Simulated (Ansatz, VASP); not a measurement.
**NaH in VASP and in Ansatz**

File POSCAR:

```
NaH
1.0
    4.0308427946      0.0000000000      0.0000000000
   -2.0154213973      3.4908122588      0.0000000000
    0.0000000000      0.0000000000      4.9230208355
Na H
2 2
Direct
    0.3333333333      0.6666666667      0.2500000000
    0.6666666667      0.3333333333      0.7500000000
    0.6666666667      0.3333333333      0.2500000000
    0.3333333333      0.6666666667      0.7500000000
```

The input INCAR.step1:

```
PREC = Accurate
ENCUT = 520
ISMEAR = 0
SIGMA = 0.01
LREAL = F
LASPH = T
NELM = 100
NBANDS = 16
GGA = PE
ALGO = Normal
EDIFF = 1E-4
LWAVE = T
LCHARG = F
```

File INCAR.step2:

```
PREC = Accurate
ENCUT = 520
EDIFF = 1E-6
ISMEAR = 0
SIGMA = 0.01
LREAL = F
LASPH = T
NELM = 100
ALGO = Normal
ISIF = 2
LWAVE = F
LCHARG = F
METAGGA = R2SCAN
LMIXTAU = T
NBANDS = 16
ISTART = 1
```

Contents of KPOINTS:

```
Automatic mesh
0
Gamma
  6 6 4
```

Input for Ansatz:

```yaml
crystal:
  lattice:
    - [4.0308427946, 0.0, 0.0]
    - [-2.0154213973, 3.4908122588, 0.0]
    - [0.0, 0.0, 4.9230208355]
  atoms:
    - { symbol: Na, position: [0.3333333333, 0.6666666667, 0.25] }
    - { symbol: Na, position: [0.6666666667, 0.3333333333, 0.75] }
    - { symbol: H, position: [0.6666666667, 0.3333333333, 0.25] }
    - { symbol: H, position: [0.3333333333, 0.6666666667, 0.75] }
kpoints:
  mp_grid: { grid: [6, 6, 4] }
hamiltonian:
  xc: r2scan
scf:
  occupations: { method: fixed }
  n_extra_bands: 5
output:
  forces: true
  stress: true
  eigenvalues: true
```

Alike in both runs: task single point; functional r2SCAN; k mesh 6 × 6 × 4; no spin polarisation.

|  | VASP | Ansatz |
| --- | --- | --- |
| version | VASP 6.6.1 | Ansatz 0.2.0 |
| potentials or method | VASP PAW PBE potentials, release 64 (Na_pv, H) | plane waves, PAW |
| plane-wave cutoff (eV) | 520 | 500 |
| occupations | gaussian, width 0.01 eV | fixed |
| valence electrons in the cell | 16 | 20 |

```tsv
	VASP	Ansatz	Ansatz less VASP
gap on the k mesh at the Fermi level (eV)	3.66	3.65	-0.010
pressure (GPa)	-1.3	-1.0	+0.22
traceless stress, the component that is largest in VASP (GPa)	-0.07	-0.05	+0.014
```

VASP's potentials were made for PBE, not for r2SCAN. VASP's potentials hold 16 valence electrons a cell and Ansatz's 20, so a difference there can come from the potentials and not from the codes.
